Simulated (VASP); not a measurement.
# P (Im-3m) in VASP: notebook

Runs on P. Level: PBE. Tasks: relaxation of cell and atoms, single point.

Program: VASP 6.6.1. These are calculated values, not measurements. Logs are shortened: lines on timing, memory, paths and dates and some standing lists are left out, and cuts for length are marked.

### Step 1. The cell of the first run

The structure is cubic, space group Im-3m (No. 229). The conventional cell has a = 3.045 Å, b = 3.045 Å, c = 3.045 Å, α = 90.00°, β = 90.00°, γ = 90.00°. Within 3.5 Å of P (site symmetry m-3m) lie 14 P at 2.64 to 3.05 Å.

This isn't the form of P at room conditions, which is orthorhombic.

### Step 2. Relaxation of cell and atoms, PBE, target pressure 2.2 GPa, at which the enthalpy is minimised

INCAR reads:

```
SYSTEM = P
PREC = Accurate
ENCUT = 600
EDIFF = 1E-6
ISMEAR = -1
SIGMA = 0.05
LREAL = .False.
LASPH = .True.
NELM = 100
ALGO = Normal
ISIF = 3
LWAVE = .False.
LCHARG = .False.
GGA = PE
IBRION = 2
NSW = 60
EDIFFG = -0.005
PSTRESS = 22.0
```

KPOINTS reads:

```
regular mesh
0
Gamma
  17 17 17
  0 0 0
```

POSCAR reads:

```
P
1.0
   -1.5227105210      1.5227105210      1.5227105210
    1.5227105210     -1.5227105210      1.5227105210
    1.5227105210      1.5227105210     -1.5227105210
P
1
Direct
    0.0000000000      0.0000000000      0.0000000000
```

Potentials or basis: VASP PAW PBE potentials, release 64 (P).

Started as:

```console
$ cat potpaw_PBE.64/P/POTCAR > POTCAR
$ mpirun -np 1 vasp_std > vasp.out
```

OUTCAR:

```text
SYSTEM = P
   PREC = Accurate
   ENCUT = 600
   EDIFF = 1E-6
   ISMEAR = -1
   LREAL = .False.
   LASPH = .True.
   NELM = 100
   ISIF = 3
   GGA = PE
   IBRION = 2
   NSW = 60
   EDIFFG = -0.005
   PSTRESS = 22.0

 ion  position               nearest neighbor table
   1  0.000  0.000  0.000-

  LATTYP: Found a body centered cubic cell.
 ALAT       =     3.0454210420

  Lattice vectors:

 A1 = (  -1.5227105210,   1.5227105210,   1.5227105210)
 A2 = (   1.5227105210,  -1.5227105210,   1.5227105210)
 A3 = (   1.5227105210,   1.5227105210,  -1.5227105210)

Analysis of symmetry for initial positions (statically):
=====================================================================
 Subroutine PRICEL returns:
 Original cell was already a primitive cell.

 Routine SETGRP: Setting up the symmetry group for a
 body centered cubic supercell.

 Subroutine GETGRP returns: Found 48 space group operations
 (whereof 48 operations were pure point group operations)
 out of a pool of 48 trial point group operations.

The static configuration has the point symmetry O_h .

Analysis of symmetry for dynamics (positions and initial velocities):
=====================================================================
 Subroutine PRICEL returns:
 Original cell was already a primitive cell.

 Routine SETGRP: Setting up the symmetry group for a
 body centered cubic supercell.

 Subroutine GETGRP returns: Found 48 space group operations
 (whereof 48 operations were pure point group operations)
 out of a pool of 48 trial point group operations.

The dynamic configuration has the point symmetry O_h .

 Subroutine INISYM returns: Found 48 space group operations
 (whereof 48 operations are pure point group operations),
 and found     1 'primitive' translations

----------------------------------------------------------------------------------------

                                     Primitive cell

  volume of cell :      14.1225

  direct lattice vectors                    reciprocal lattice vectors
    -1.522710521  1.522710521  1.522710521     0.000000000  0.328361821  0.328361821
     1.522710521 -1.522710521  1.522710521     0.328361821  0.000000000  0.328361821
     1.522710521  1.522710521 -1.522710521     0.328361821  0.328361821  0.000000000

  length of vectors
     2.637411988  2.637411988  2.637411988     0.464373741  0.464373741  0.464373741

  position of ions in fractional coordinates (direct lattice)
     0.000000000  0.000000000  0.000000000

  ion indices of the primitive-cell ions
   primitive index   ion index
                 1           1

----------------------------------------------------------------------------------------

 KPOINTS: regular mesh

Automatic generation of k-mesh.
 Grid dimensions read from file:
 generate k-points for:   17   17   17

 Generating k-lattice:

  Cartesian coordinates                     Fractional coordinates (reciprocal lattice)
     0.000000000  0.019315401  0.019315401     0.058823529  0.000000000  0.000000000
     0.019315401  0.000000000  0.019315401     0.000000000  0.058823529  0.000000000
     0.019315401  0.019315401  0.000000000     0.000000000  0.000000000  0.058823529

  Length of vectors
     0.027316102  0.027316102  0.027316102

  Shift w.r.t. Gamma in fractional coordinates (k-lattice)
     0.000000000  0.000000000  0.000000000

 Subroutine IBZKPT returns following result:
 ===========================================

 Found    165 irreducible k-points:

 Following reciprocal coordinates:
            Coordinates               Weight
  0.000000  0.000000  0.000000      1.000000
  0.058824  0.000000  0.000000     12.000000
  0.117647  0.000000  0.000000     12.000000
  0.176471  0.000000  0.000000     12.000000
  0.235294  0.000000  0.000000     12.000000
  0.294118  0.000000  0.000000     12.000000
[... 16 lines left out ...]
  0.411765  0.117647  0.000000     48.000000
  0.176471  0.176471  0.000000     24.000000
 [... further k-points ...]
   k-points           NKPTS =    165   k-points in BZ     NKDIM =    165   number of bands    NBANDS=      6
   number of dos      NEDOS =    301   number of ions     NIONS =      1
   total plane-waves  NPLWV =  13824
   dimension x,y,z NGX =    24 NGY =   24 NGZ =   24
   dimension x,y,z NGXF=    48 NGYF=   48 NGZF=   48
   ions per type =               1
   NGX,Y,Z   is equivalent  to a cutoff of  15.13, 15.13, 15.13 a.u.
   NGXF,Y,Z  is equivalent  to a cutoff of  30.26, 30.26, 30.26 a.u.
 SYSTEM =  P
   PREC   = accura    normal or accurate (medium, high low for compatibility)
   ISTART =      0    job   : 0-new  1-cont  2-samecut
   ICHARG =      2    charge: 1-file 2-atom 10-const
   ISPIN  =      1    spin polarized calculation?
   LNONCOLLINEAR =      F non collinear calculations
   LSORBIT =      F    spin-orbit coupling
   LASPH  =      T    aspherical Exc in radial PAW
   ENCUT  =  600.0 eV  44.10 Ry    6.64 a.u.   5.27  5.27  5.27*2*pi/ulx,y,z
   NELM   =    100;   NELMIN=  2; NELMDL= -5     # of ELM steps
   EDIFF  = 0.1E-05   stopping-criterion for ELM
   LREAL  =      F    real-space projection
   EDIFFG = -.5E-02   stopping-criterion for IOM
   NSW    =     60    number of steps for IOM
   IBRION =      2    ionic relax: 0-MD 1-quasi-New 2-CG
   NFREE  =      1    steps in history (QN), initial steepest desc. (CG)
   ISIF   =      3    stress and relaxation
   ISYM   =      2    0-nonsym 1-usesym 2-fastsym
   POTIM  = 0.5000    time-step for ionic-motion
   TEBEG  =    0.0;   TEEND  =   0.0 temperature during run
   PSTRESS=   22.0 pullay stress
   NELECT =       5.0000    total number of electrons
   NUPDOWN=      -1.0000    fix difference up-down
   EMIN   =  10.00;   EMAX   =-10.00  energy-range for DOS
   EFERMI =   0.00;   METHOD = LEGACY
   ISMEAR =    -1;   SIGMA  =   0.05  broadening in eV -4-tet -1-fermi 0-gaus
   EFERMI_NEDOS =   21; number of points for ismear=-14 and -15
   IALGO  =     38    algorithm
   IMIX   =      4    mixing-type and parameters
     AMIX     =   0.40;   BMIX     =  1.00
     AMIX_MAG =   1.60;   BMIX_MAG =  1.00
  volume/ion in A,a.u.               =      14.12        95.30
  Fermi-wavevector in a.u.,A,eV,Ry     =   1.158139  2.188566 18.249314  1.341287
  Thomas-Fermi vector in A             =   2.294744
   LORBIT       =      0    0 simple, 1 ext, 2 COOP (PROOUT), +10 PAW based schemes
   GGA     = PE    functional components
   LHFCALC =     F    Hartree Fock is set to
   AEXX    =    0.0000 exact exchange contribution
   IVDW    =     0    specifies the selected vdW correction
   LEPSILON=     F    determine dielectric tensor
   LRPA    =     F    only Hartree local field effects (RPA)
 conjugate gradient relaxation of ions
 non-spin polarized calculation
  energy-cutoff  :      600.00
  volume of cell :       14.12
 maximum number of plane-waves:       480
 NGX is ok and might be reduce to    24
   NGX = 11   NGY = 11   NGZ = 11

--------------------------------------- Ionic step        1  -------------------------------------------

 number of electron       5.0000000 magnetization

 Free energy of the ion-electron system (eV)
  ---------------------------------------------------
  ext. energy  EPLUGINS =         0.00000000
  ---------------------------------------------------
  free energy    TOTEN  =        -4.68405754 eV

  energy without entropy =       -4.67969739  energy(sigma->0) =       -4.68187747

------------------------ aborting loop because EDIFF is reached ----------------------------------------

  FORCE on cell =-STRESS in cart. coord.  units (eV):
  Direction    XX          YY          ZZ          XY          YZ          ZX
  --------------------------------------------------------------------------------------
  -------------------------------------------------------------------------------------
  Total        0.0341470      0.0341470      0.0341470      0.0000000      0.0000000      0.0000000
  in kB        3.8739199      3.8739199      3.8739199      0.0000000      0.0000000      0.0000000
  external PRESSURE =     -18.1260801 kB  Pullay stress =      22.0000000 kB
[... 59 lines left out ...]
  enthalpy is  TOTEN    =        -4.4912781153 eV   P V=        0.1894709905

--------------------------------------- Ionic step        3  -------------------------------------------

 number of electron       5.0000000 magnetization

 Free energy of the ion-electron system (eV)
  ---------------------------------------------------
  ext. energy  EPLUGINS =         0.00000000
  ---------------------------------------------------
  free energy    TOTEN  =        -4.68216786 eV

  energy without entropy =       -4.67770513  energy(sigma->0) =       -4.67993650

 E-fermi :  10.2916     XC(G=0): -11.6815

 val. band max:       10.2742381483   @ k =   0.1176   0.1176   0.1176
 cond. band min:      10.2979126325   @ k =   0.3529   0.1176   0.0588
 fundamental gap:      0.0236744842
 Fermi energy:        10.2916434017

 k-point     1 :       0.0000    0.0000    0.0000
  band No.  band energies     occupation
      1      -6.3502      2.00000
      2      17.7677      0.00000
      3      17.7677      0.00000
      4      17.7677      0.00000
      5      22.4114      0.00000
      6      22.4114      0.00000

 k-point     2 :       0.0588    0.0000    0.0000
  band No.  band energies     occupation
      1      -6.2440      2.00000
      2      17.0400      0.00000
      3      17.3473      0.00000
      4      17.6965      0.00000
      5      22.1007      0.00000
      6      22.5599      0.00000
[... 190 lines left out ...]
 k-point    24 :       0.1765    0.1765    0.0000
  band No.  band energies     occupation
      1      -3.5138      2.00000
      2       9.5704      2.00000
      3      11.1793      0.00000
      4      15.0619      0.00000
      5      20.5590      0.00000
      6      22.2695      0.00000

 [... further k-points ...]

------------------------ aborting loop because EDIFF is reached ----------------------------------------

  FORCE on cell =-STRESS in cart. coord.  units (eV):
  Direction    XX          YY          ZZ          XY          YZ          ZX
  --------------------------------------------------------------------------------------
  -------------------------------------------------------------------------------------
  Total        0.1909088      0.1909088      0.1909088      0.0000000      0.0000000     -0.0000000
  in kB       22.0249554     22.0249554     22.0249554      0.0000000      0.0000000     -0.0000000
  external PRESSURE =       0.0249554 kB  Pullay stress =      22.0000000 kB
[... 16 lines left out ...]
  FREE ENERGIE OF THE ION-ELECTRON SYSTEM (eV)
  ---------------------------------------------------
  free  energy   TOTEN  =        -4.6821678633 eV

  energy  without entropy=       -4.6777051277  energy(sigma->0) =       -4.67993650

  enthalpy is  TOTEN    =        -4.4914753419 eV   P V=        0.1906925214

 reached required accuracy - stopping structural energy minimisation
```

Wall time 17 s (1 thread of Intel Xeon 8259CL, shared host); peak memory 0.14 GiB.

Results:

- Free energy: -4.6822 eV
- Relaxed volume: 13.89 Å³/atom
- Relaxed cell: a = 2.623 Å, b = 2.623 Å, c = 2.623 Å, α = 109.47°, β = 109.47°, γ = 109.47°
- Space group after relaxing (to 0.1 Å): Im-3m (No. 229)
- Energy change on relaxing (the run minimises the enthalpy): +1.9 meV/atom
- Ionic steps: 3
- Pressure after relaxing: 2.2 GPa
- Band gap on the k mesh: zero (an odd number of electrons rules out a gap without spin polarisation)

Step by step:
| step | energy change (eV) | largest force (eV/Å) | pressure (GPa) | volume (Å³) |
| --- | --- | --- | --- | --- |
| 1 | 0.0000 | 0.0000 | 0.39 | 14.12 |
| 2 | 0.0033 | 0.0000 | 2.90 | 13.80 |
| 3 | 0.0019 | 0.0000 | 2.20 | 13.89 |

Final structure:
```cif
data_structure
_symmetry_space_group_name_H-M 'P 1'
_symmetry_Int_Tables_number 1
_cell_length_a 2.6227
_cell_length_b 2.6227
_cell_length_c 2.6227
_cell_angle_alpha 109.471
_cell_angle_beta 109.471
_cell_angle_gamma 109.471
_cell_volume 13.89
loop_
_atom_site_label
_atom_site_type_symbol
_atom_site_fract_x
_atom_site_fract_y
_atom_site_fract_z
_atom_site_occupancy
P1 P 0.00000 0.00000 0.00000 1
```

Caveat: the cell is relaxed towards a set pressure, so the run minimises the enthalpy, not the energy.

### Step 3. Single point, PBE

This run uses another cell than the first one, of 13.91 Å³/atom.

INCAR reads:

```
  ALGO = Normal
  EDIFF = 1E-7
  ENCUT = 520
  GGA = PE
  ISIF = 2
  ISMEAR = -1
  LASPH = True
  LCHARG = True
  LELF = True
  LREAL = False
  LVHAR = True
  LWAVE = False
  NBANDS = 8
  NELM = 100
  PREC = Accurate
  SIGMA = 0.05
```

KPOINTS reads:

```
k-points
0
Gamma
  17 17 17
```

POSCAR reads:

```
P
1.0
   -1.5151035994      1.5151035994      1.5151035994
    1.5151035994     -1.5151035994      1.5151035994
    1.5151035994      1.5151035994     -1.5151035994
P
1
Direct
    0.0000000000      0.0000000000      0.0000000000
```

Potentials or basis: VASP PAW PBE potentials, release 64 (P).

Started as:

```console
$ cat potpaw_PBE.64/P/POTCAR > POTCAR
$ mpirun -np 1 vasp_std > vasp.out
```

Wall time 18 s (1 thread of Intel Xeon 8259CL, shared host); peak memory 0.13 GiB.

Results (log left out):

* Free energy: -4.6822 eV
* Pressure: 2.0 GPa
* Band gap on the k mesh: zero (an odd number of electrons rules out a gap without spin polarisation)

Levels at points of the mesh, in eV from the Fermi level:
```tsv
k point	band 1	band 2	band 3	band 4	band 5	band 6
(0.00, 0.00, 0.00)	-16.62	7.46	7.46	7.46	12.12	12.12
```

### Step 4. Single point, PBE

This run uses another cell than the first one, of 13.92 Å³/atom.

INCAR reads:

```
ALGO     = Normal         # electronic algorithm
EDIFF    = 1E-6           # SCF threshold, eV
ENCUT    = 520            # plane-wave cutoff, eV
GGA      = PE             # functional
ISIF     = 2              # what is computed and relaxed
ISMEAR   = -1             # smearing method
LASPH    = T              # aspherical terms in the spheres
LCHARG   = T              # write CHGCAR
LELF     = T              # ELF
LREAL    = F              # projectors in reciprocal space
LVHAR    = T            
LWAVE    = F              # write WAVECAR
NBANDS   = 8              # bands
NELM     = 80             # most SCF steps
PREC     = Accurate       # precision mode
SIGMA    = 0.05           # smearing width, eV
```

KPOINTS is that of step 3.

POSCAR reads:

```
P
1.0
   -1.5153195628      1.5153195628      1.5153195628
    1.5153195628     -1.5153195628      1.5153195628
    1.5153195628      1.5153195628     -1.5153195628
P
1
Direct
    0.0000000000      0.0000000000      0.0000000000
```

Started as:

```console
$ cat potpaw_PBE.64/P/POTCAR > POTCAR
$ mpirun -np 1 vasp_std > vasp.out
```

It took 15 s on 1 thread of Intel Xeon 8259CL, shared host; peak memory 0.13 GiB.

Results (log left out):

| Item | Value |
| --- | --- |
| Free energy | -4.6823 eV |
| Pressure | 1.9 GPa |
| Band gap on the k mesh | zero (an odd number of electrons rules out a gap without spin polarisation) |

Levels at points of the mesh, in eV from the Fermi level:
| k point | band 1 | band 2 | band 3 | band 4 | band 5 | band 6 |
| --- | --- | --- | --- | --- | --- | --- |
| (0.00, 0.00, 0.00) | -16.62 | 7.45 | 7.45 | 7.45 | 12.11 | 12.11 |

### Step 5. Relaxation of cell and atoms, PBE, target pressure 2.2 GPa, at which the enthalpy is minimised

This run uses another cell than the first one, of 13.91 Å³/atom.

INCAR reads:

```
PREC     = Accurate       # precision mode
ENCUT    = 600            # plane-wave cutoff, eV
EDIFF    = 1E-7           # SCF threshold, eV
ISMEAR   = -1             # smearing method
SIGMA    = 0.05           # smearing width, eV
LREAL    = F              # projectors in reciprocal space
LASPH    = T              # aspherical terms in the spheres
NELM     = 80             # most SCF steps
ALGO     = Normal         # electronic algorithm
ISIF     = 3              # what is computed and relaxed
LWAVE    = F              # write WAVECAR
LCHARG   = F              # write CHGCAR
GGA      = PE             # functional
IBRION   = 2              # ionic algorithm
NSW      = 32             # ionic steps
EDIFFG   = -0.005         # ionic threshold
PSTRESS  = 22.0
```

KPOINTS reads:

```
regular mesh
0
Gamma
  17 17 17
```

POSCAR reads:

```
P
1.0
   -1.5151035994      1.5151035994      1.5151035994
    1.5151035994     -1.5151035994      1.5151035994
    1.5151035994      1.5151035994     -1.5151035994
P
1
Direct
    0.0000000000      0.0000000000      0.0000000000
```

Started as:

```console
$ cat potpaw_PBE.64/P/POTCAR > POTCAR
$ mpirun -np 1 vasp_std > vasp.out
```

It took 27 s on 1 thread of Intel Xeon 8259CL, shared host; peak memory 0.14 GiB.

The run converged. Its results:

- Free energy: -4.6821 eV
- Relaxed volume: 13.89 Å³/atom
- Relaxed cell: a = 2.623 Å, b = 2.623 Å, c = 2.623 Å, α = 109.47°, β = 109.47°, γ = 109.47°
- Space group after relaxing (to 0.1 Å): Im-3m (No. 229)
- Energy change on relaxing (the run minimises the enthalpy): +0.3 meV/atom
- Ionic steps: 3
- Pressure after relaxing: 2.2 GPa
- Band gap on the k mesh: zero (an odd number of electrons rules out a gap without spin polarisation)

Step by step:
| step | energy change (eV) | largest force (eV/Å) | pressure (GPa) | volume (Å³) |
| --- | --- | --- | --- | --- |
| 1 | 0.0000 | 0.0000 | 2.01 | 13.91 |
| 2 | 0.0005 | 0.0000 | 2.27 | 13.88 |
| 3 | 0.0003 | 0.0000 | 2.20 | 13.89 |

Final structure:
```
CELL_PARAMETERS angstrom
-1.51419 1.51419 1.51419
1.51419 -1.51419 1.51419
1.51419 1.51419 -1.51419
ATOMIC_POSITIONS crystal
P 0.00000 0.00000 0.00000
```

Levels at points of the mesh, in eV from the Fermi level:
| k point | band 1 | band 2 | band 3 | band 4 | band 5 | band 6 |
| --- | --- | --- | --- | --- | --- | --- |
| (0.00, 0.00, 0.00) | -16.64 | 7.48 | 7.48 | 7.48 | 12.12 | 12.12 |

Caveat: the cell is relaxed towards a set pressure, so the run minimises the enthalpy, not the energy.

### Step 6. Summary

```tsv
task	cell	cutoff (eV)	gap on the mesh (eV)	pressure (GPa)
relaxation of cell and atoms	relaxed to 2.2 GPa from a = 2.637 Å, angles 109.5°, 1 atom	600	none	2.2
single point	a = 2.624 Å, angles 109.5°, 1 atom	520	none	2.0
single point	a = 2.625 Å, angles 109.5°, 1 atom	520	none	1.9
relaxation of cell and atoms	relaxed to 2.2 GPa from a = 2.624 Å, angles 109.5°, 1 atom	600	none	2.2
```

Alike in all rows: level PBE; potentials or basis VASP PAW PBE potentials, release 64 (P); no spin polarisation; k mesh 17 × 17 × 17; smearing fermi-dirac 0.05 eV.

Caveats: the cell is relaxed towards a set pressure, so the run minimises the enthalpy, not the energy (at least some runs).

Absolute energies hang on the potentials; compare differences alone.
